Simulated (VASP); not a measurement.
Co, 2 atoms in the cell. The structure is trigonal, space group P-3m1 (No. 164). The conventional cell has a = 2.487 Å, b = 2.487 Å, c = 4.063 Å, α = 90.00°, β = 90.00°, γ = 120.00°. Co (site symmetry 3m) has 12 Co at 2.42 to 2.55 Å within 3.2 Å. 

```yaml
Program: VASP 6.6.1
Task: single point
Functional: LDA
Potentials_or_basis: VASP PAW LDA potentials, release 64 (Co)
Cutoff: 520 eV
k_mesh: 15 × 15 × 8
Occupations: fermi-dirac, width 0.15 eV
Spin: collinear spin, ferromagnetic start
Starting_moments: "[2.5, 2.5] μB"
Dipole_correction: no
Further_INCAR_settings: ALGO = Normal; EDIFF = 1e-06; NBANDS = 20
```

Potentials or basis: VASP PAW LDA potentials, release 64 (Co).

The run is started by

```bash
$ cat potpaw_LDA.64/Co/POTCAR > POTCAR
$ mpirun -np 1 vasp_std > vasp.out
```

Hardware: 1 thread of Intel Xeon 8259CL, with other jobs on the host.

Estimate the wall time of this run.

Run time: 3.6 min on 1 thread of Intel Xeon 8259CL, on a shared host, peak memory 0.21 GiB. Counts: scf iterations 14, k points 192.
